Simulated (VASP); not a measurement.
# HfSi (NiAs type) (P6_3/mmc) in VASP: a series of runs

The runs below take HfSi (NiAs type) through single point, relaxation of cell and atoms, with PBEsol.

All numbers are computed with VASP 6.6.1; they aren't measurements. Logs are shortened: lines on timing, memory, paths and dates and some standing lists are left out, and cuts for length are marked.

## 1. The cell of the first run

The structure is hexagonal, space group P6_3/mmc (No. 194). Conventional cell: a = 3.689 Å, b = 3.689 Å, c = 6.615 Å, α = 90.00°, β = 90.00°, γ = 120.00°. Hf (site symmetry -3m) has 6 Si at 2.70 Å and 2 Hf at 3.31 Å within 3.6 Å. Si (site symmetry -6m2) has 6 Hf at 2.70 Å within 3.6 Å.

## 2. Single point, PBEsol

Contents of INCAR:

```
SYSTEM = HfSi
PREC = Accurate
ENCUT = 520
EDIFF = 1E-7
ISMEAR = -1
SIGMA = 0.05
LREAL = .False.
LASPH = .True.
NELM = 80
ALGO = Normal
ISIF = 2
LWAVE = .False.
LCHARG = .True.
GGA = PS
LELF = .True.
LVHAR = .True.
NBANDS = 22
```

Contents of KPOINTS:

```
Automatic mesh
0
Gamma
  10 10 6
  0 0 0
```

Contents of POSCAR:

```
HfSi
1.0
    3.6893277788      0.0000000000      0.0000000000
   -1.8446638894      3.1950515794      0.0000000000
    0.0000000000      0.0000000000      6.6148313785
Hf Si
2 2
Direct
    0.0000000000      0.0000000000      0.0000000000
    0.0000000000      0.0000000000      0.5000000000
    0.3333333333      0.6666666667      0.2500000000
    0.6666666667      0.3333333333      0.7500000000
```

Potentials or basis: VASP PAW PBE potentials, release 64 (Hf_pv, Si).

Command:

```console
$ cat potpaw_PBE.64/Hf_pv/POTCAR potpaw_PBE.64/Si/POTCAR > POTCAR
$ mpirun -np 1 vasp_std > vasp.out
```

OUTCAR:

```text
SYSTEM = HfSi
   PREC = Accurate
   ENCUT = 520
   EDIFF = 1E-7
   ISMEAR = -1
   LREAL = .False.
   LASPH = .True.
   NELM = 80
   ISIF = 2
   GGA = PS

 ion  position               nearest neighbor table
   1  0.000  0.000  0.000-   3 2.70   4 2.70   4 2.70   3 2.70   4 2.70   3 2.70   2 3.31   2 3.31

   2  0.000  0.000  0.500-   3 2.70   4 2.70   4 2.70   3 2.70   4 2.70   3 2.70   1 3.31   1 3.31

   3  0.333  0.667  0.250-   1 2.70   2 2.70   1 2.70   2 2.70   1 2.70   2 2.70
   4  0.667  0.333  0.750-   1 2.70   2 2.70   1 2.70   2 2.70   1 2.70   2 2.70

  LATTYP: Found a hexagonal cell.
 ALAT       =     3.6893277788
 C/A-ratio  =     1.7929638609

  Lattice vectors:

 A1 = (   3.6893277788,   0.0000000000,   0.0000000000)
 A2 = (  -1.8446638894,   3.1950515794,   0.0000000000)
 A3 = (   0.0000000000,   0.0000000000,   6.6148313785)

Analysis of symmetry for initial positions (statically):
=====================================================================
 Subroutine PRICEL returns:
 Original cell was already a primitive cell.

 Routine SETGRP: Setting up the symmetry group for a
 hexagonal supercell.

 Subroutine GETGRP returns: Found 24 space group operations
 (whereof 12 operations were pure point group operations)
 out of a pool of 24 trial point group operations.

The static configuration has the point symmetry D_3d.
 The point group associated with its full space group is D_6h.

Analysis of symmetry for dynamics (positions and initial velocities):
=====================================================================
 Subroutine PRICEL returns:
 Original cell was already a primitive cell.

 Routine SETGRP: Setting up the symmetry group for a
 hexagonal supercell.

 Subroutine GETGRP returns: Found 24 space group operations
 (whereof 12 operations were pure point group operations)
 out of a pool of 24 trial point group operations.

The dynamic configuration has the point symmetry D_3d.
 The point group associated with its full space group is D_6h.

 Subroutine INISYM returns: Found 24 space group operations
 (whereof 12 operations are pure point group operations),
 and found     1 'primitive' translations

----------------------------------------------------------------------------------------

                                     Primitive cell

  volume of cell :      77.9729

  direct lattice vectors                    reciprocal lattice vectors
     3.689327779  0.000000000  0.000000000     0.271052089  0.156491996  0.000000000
    -1.844663889  3.195051579  0.000000000     0.000000000  0.312983993  0.000000000
     0.000000000  0.000000000  6.614831378     0.000000000  0.000000000  0.151175433

  length of vectors
     3.689327779  3.689327779  6.614831378     0.312983993  0.312983993  0.151175433

  position of ions in fractional coordinates (direct lattice)
     0.000000000  0.000000000  0.000000000
     0.000000000  0.000000000  0.500000000
     0.333333333  0.666666667  0.250000000
     0.666666667  0.333333333  0.750000000

  ion indices of the primitive-cell ions
   primitive index   ion index
                 1           1
                 2           2
                 3           3
                 4           4

----------------------------------------------------------------------------------------

 KPOINTS: Automatic mesh

Automatic generation of k-mesh.
 Grid dimensions read from file:
 generate k-points for:   10   10    6

 Generating k-lattice:

  Cartesian coordinates                     Fractional coordinates (reciprocal lattice)
     0.027105209  0.015649200  0.000000000     0.100000000  0.000000000  0.000000000
     0.000000000  0.031298399  0.000000000     0.000000000  0.100000000  0.000000000
     0.000000000  0.000000000  0.025195906     0.000000000  0.000000000  0.166666667

  Length of vectors
     0.031298399  0.031298399  0.025195906

  Shift w.r.t. Gamma in fractional coordinates (k-lattice)
     0.000000000  0.000000000  0.000000000

 Subroutine IBZKPT returns following result:
 ===========================================

 Found     56 irreducible k-points:

 Following reciprocal coordinates:
            Coordinates               Weight
  0.000000  0.000000  0.000000      1.000000
  0.100000 -0.000000  0.000000      6.000000
  0.200000 -0.000000  0.000000      6.000000
  0.300000  0.000000  0.000000      6.000000
  0.400000 -0.000000  0.000000      6.000000
  0.500000 -0.000000  0.000000      3.000000
[... 16 lines left out ...]
  0.300000  0.100000  0.166667     24.000000
  0.400000  0.100000  0.166667     24.000000
 [... further k-points ...]
   k-points           NKPTS =     56   k-points in BZ     NKDIM =     56   number of bands    NBANDS=     22
   number of dos      NEDOS =    301   number of ions     NIONS =      4
   total plane-waves  NPLWV =  39200
   dimension x,y,z NGX =    28 NGY =   28 NGZ =   50
   dimension x,y,z NGXF=    56 NGYF=   56 NGZF=  100
   ions per type =               2   2
   NGX,Y,Z   is equivalent  to a cutoff of  12.62, 12.62, 12.57 a.u.
   NGXF,Y,Z  is equivalent  to a cutoff of  25.23, 25.23, 25.13 a.u.
 SYSTEM =  HfSi
   PREC   = accura    normal or accurate (medium, high low for compatibility)
   ISTART =      0    job   : 0-new  1-cont  2-samecut
   ICHARG =      2    charge: 1-file 2-atom 10-const
   ISPIN  =      1    spin polarized calculation?
   LNONCOLLINEAR =      F non collinear calculations
   LSORBIT =      F    spin-orbit coupling
   LASPH  =      T    aspherical Exc in radial PAW
   ENCUT  =  520.0 eV  38.22 Ry    6.18 a.u.   6.86  6.86 12.30*2*pi/ulx,y,z
   NELM   =     80;   NELMIN=  2; NELMDL= -5     # of ELM steps
   EDIFF  = 0.1E-06   stopping-criterion for ELM
   LREAL  =      F    real-space projection
   EDIFFG = 0.1E-05   stopping-criterion for IOM
   NSW    =      0    number of steps for IOM
   IBRION =     -1    ionic relax: 0-MD 1-quasi-New 2-CG
   NFREE  =      0    steps in history (QN), initial steepest desc. (CG)
   ISIF   =      2    stress and relaxation
   ISYM   =      2    0-nonsym 1-usesym 2-fastsym
   POTIM  = 0.5000    time-step for ionic-motion
   TEBEG  =    0.0;   TEEND  =   0.0 temperature during run
   PSTRESS=    0.0 pullay stress
   NELECT =      28.0000    total number of electrons
   NUPDOWN=      -1.0000    fix difference up-down
   EMIN   =  10.00;   EMAX   =-10.00  energy-range for DOS
   EFERMI =   0.00;   METHOD = LEGACY
   ISMEAR =    -1;   SIGMA  =   0.05  broadening in eV -4-tet -1-fermi 0-gaus
   EFERMI_NEDOS =   21; number of points for ismear=-14 and -15
   IALGO  =     38    algorithm
   IMIX   =      4    mixing-type and parameters
     AMIX     =   0.40;   BMIX     =  1.00
     AMIX_MAG =   1.60;   BMIX_MAG =  1.00
  volume/ion in A,a.u.               =      19.49       131.55
  Fermi-wavevector in a.u.,A,eV,Ry     =   1.163625  2.198932 18.422589  1.354022
  Thomas-Fermi vector in A             =   2.300172
   LORBIT       =      0    0 simple, 1 ext, 2 COOP (PROOUT), +10 PAW based schemes
   GGA     = PS    functional components
   LHFCALC =     F    Hartree Fock is set to
   AEXX    =    0.0000 exact exchange contribution
   IVDW    =     0    specifies the selected vdW correction
   LEPSILON=     F    determine dielectric tensor
   LRPA    =     F    only Hartree local field effects (RPA)
 non-spin polarized calculation
  energy-cutoff  :      520.00
  volume of cell :       77.97
 maximum number of plane-waves:      2120
 NGX is ok and might be reduce to    28
   NGX = 13   NGY = 13   NGZ = 25

 number of electron      27.9999999 magnetization

 Free energy of the ion-electron system (eV)
  ---------------------------------------------------
  ext. energy  EPLUGINS =         0.00000000
  ---------------------------------------------------
  free energy    TOTEN  =       -34.34821900 eV

  energy without entropy =      -34.33978010  energy(sigma->0) =      -34.34399955

 E-fermi :   5.6276     XC(G=0): -10.9700

 val. band max:        5.5508892583   @ k =   0.1000  -0.0000   0.3333
 cond. band min:       5.6602015473   @ k =   0.4000  -0.0000   0.5000
 fundamental gap:      0.1093122890
 Fermi energy:         5.6275953790

 k-point     1 :       0.0000    0.0000    0.0000
  band No.  band energies     occupation
      1     -24.8626      2.00000
      2     -24.8073      2.00000
      3     -24.8073      2.00000
      4     -24.7768      2.00000
      5     -24.7768      2.00000
      6     -24.5498      2.00000
[... 14 lines left out ...]
     21       9.3457      0.00000
     22      10.7433      0.00000

 k-point     2 :       0.1000   -0.0000    0.0000
  band No.  band energies     occupation
      1     -24.8595      2.00000
      2     -24.8224      2.00000
      3     -24.8109      2.00000
      4     -24.7906      2.00000
      5     -24.7801      2.00000
      6     -24.5482      2.00000
[... 14 lines left out ...]
     21       9.6305      0.00000
     22      11.3434      0.00000

 k-point     3 :       0.2000   -0.0000    0.0000
  band No.  band energies     occupation
      1     -24.8617      2.00000
      2     -24.8514      2.00000
      3     -24.8264      2.00000
      4     -24.8201      2.00000
      5     -24.7889      2.00000
      6     -24.5439      2.00000
[... 14 lines left out ...]
     21      10.6510      0.00000
     22      11.3003      0.00000

 k-point     4 :       0.3000    0.0000    0.0000
  band No.  band energies     occupation
      1     -24.9095      2.00000
      2     -24.8703      2.00000
      3     -24.8416      2.00000
      4     -24.8315      2.00000
      5     -24.7997      2.00000
      6     -24.5385      2.00000
[... 14 lines left out ...]
     21      10.8744      0.00000
     22      11.2646      0.00000

 k-point     5 :       0.4000   -0.0000    0.0000
  band No.  band energies     occupation
      1     -24.9478      2.00000
      2     -24.9055      2.00000
      3     -24.8407      2.00000
      4     -24.8335      2.00000
      5     -24.8084      2.00000
      6     -24.5342      2.00000
[... 14 lines left out ...]
     21      10.5976      0.00000
     22      10.9982      0.00000

 k-point     6 :       0.5000   -0.0000    0.0000
  band No.  band energies     occupation
      1     -24.9623      2.00000
      2     -24.9189      2.00000
      3     -24.8442      2.00000
      4     -24.8304      2.00000
      5     -24.8117      2.00000
      6     -24.5325      2.00000
[... 14 lines left out ...]
     21      10.0755      0.00000
     22      11.1451      0.00000

 k-point     7 :       0.1000    0.1000    0.0000
  band No.  band energies     occupation
      1     -24.8540      2.00000
      2     -24.8484      2.00000
      3     -24.8184      2.00000
      4     -24.8144      2.00000
      5     -24.7872      2.00000
      6     -24.5452      2.00000
[... 324 lines left out ...]
      6     -24.5531      2.00000
[... 14 lines left out ...]
     21       9.8388      0.00000
     22      10.4324      0.00000

 k-point    21 :       0.1000    0.1000    0.1667
  band No.  band energies     occupation
      1     -24.8462      2.00000
      2     -24.8341      2.00000
      3     -24.8165      2.00000
      4     -24.8163      2.00000
      5     -24.7893      2.00000
      6     -24.5665      2.00000
[... 14 lines left out ...]
     21      10.1213      0.00000
     22      10.7204      0.00000

 k-point    22 :       0.2000    0.1000    0.1667
  band No.  band energies     occupation
      1     -24.8868      2.00000
      2     -24.8545      2.00000
      3     -24.8295      2.00000
      4     -24.8248      2.00000
      5     -24.8015      2.00000
      6     -24.5613      2.00000
[... 14 lines left out ...]
     21      10.8364      0.00000
     22      11.1921      0.00000

 k-point    23 :       0.3000    0.1000    0.1667
  band No.  band energies     occupation
      1     -24.9268      2.00000
      2     -24.8916      2.00000
      3     -24.8423      2.00000
      4     -24.8164      2.00000
      5     -24.8139      2.00000
      6     -24.5562      2.00000
[... 14 lines left out ...]
     21      10.6636      0.00000
     22      10.8941      0.00000

 k-point    24 :       0.4000    0.1000    0.1667
  band No.  band energies     occupation
      1     -24.9514      2.00000
      2     -24.9144      2.00000
      3     -24.8503      2.00000
      4     -24.8215      2.00000
      5     -24.8110      2.00000
      6     -24.5530      2.00000
[... 14 lines left out ...]
     21       9.8736      0.00000
     22      10.6202      0.00000

 [... further k-points ...]
[... 5 lines left out ...]
  --------------------------------------------------------------------------------------
  -------------------------------------------------------------------------------------
  Total        0.0176303      0.0176303      0.0425582      0.0000000      0.0000000      0.0000000
  in kB        0.3622655      0.3622655      0.8744795      0.0000000      0.0000000      0.0000000
  external PRESSURE =       0.5330035 kB  Pullay stress =       0.0000000 kB

 VOLUME and BASIS-vectors are now :
 -----------------------------------------------------------------------------
  energy-cutoff  :      520.00
  volume of cell :       77.97
      direct lattice vectors                 reciprocal lattice vectors
     3.689327779  0.000000000  0.000000000     0.271052089  0.156491996  0.000000000
    -1.844663889  3.195051579  0.000000000     0.000000000  0.312983993  0.000000000
     0.000000000  0.000000000  6.614831378     0.000000000  0.000000000  0.151175433

 POSITION                                       TOTAL-FORCE (eV/Angst)
 -----------------------------------------------------------------------------------
      0.00000      0.00000      0.00000        -0.000000      0.000000      0.000000
      0.00000      0.00000      3.30742        -0.000000      0.000000      0.000000
     -0.00000      2.13003      1.65371         0.000000     -0.000000      0.000000
      1.84466      1.06502      4.96112        -0.000000      0.000000     -0.000000
 -----------------------------------------------------------------------------------
    total drift:                               -0.000000      0.000000      0.000000

  FREE ENERGIE OF THE ION-ELECTRON SYSTEM (eV)
  ---------------------------------------------------
  free  energy   TOTEN  =       -34.3482189963 eV

  energy  without entropy=      -34.3397800967  energy(sigma->0) =      -34.34399955
```

Wall time 40 s (1 thread of Intel Xeon Platinum 8559C (Emerald Rapids), shared host); peak memory 0.24 GiB.

Results:

```yaml
Free_energy: -34.3482 eV
Pressure: 0.1 GPa
Band_gap_on_the_k_mesh: zero (band 14 reaches 6.40 eV, above the bottom of band 15 at 5.46 eV)
```

Levels at points of the mesh, in eV from the Fermi level:
```
           k point  band 10  band 11  band 12  band 13  band 14  band 15  band 16  band 17  band 18  band 19
(0.00, 0.00, 0.00)    -1.42    -1.42    -1.23     0.77     0.77     0.87     0.87     1.86     2.95     2.95
(0.50, 0.00, 0.00)    -3.03    -2.04    -1.67    -1.34    -1.28     0.86     0.95     2.71     3.68     3.89
(0.00, 0.00, 0.50)    -2.73    -0.63    -0.63    -0.63    -0.63     1.74     1.74     1.74     1.74     2.38
(0.50, 0.00, 0.50)    -4.23    -1.61    -1.61    -0.78    -0.78     0.14     0.14     3.86     3.86     4.10
```

Caveat: the PAW data sets were made with another functional, which shifts forces and pressure a little; spin-orbit coupling is left out, which moves the levels of the heavy elements.

(Part 1 of 2 ends here.)
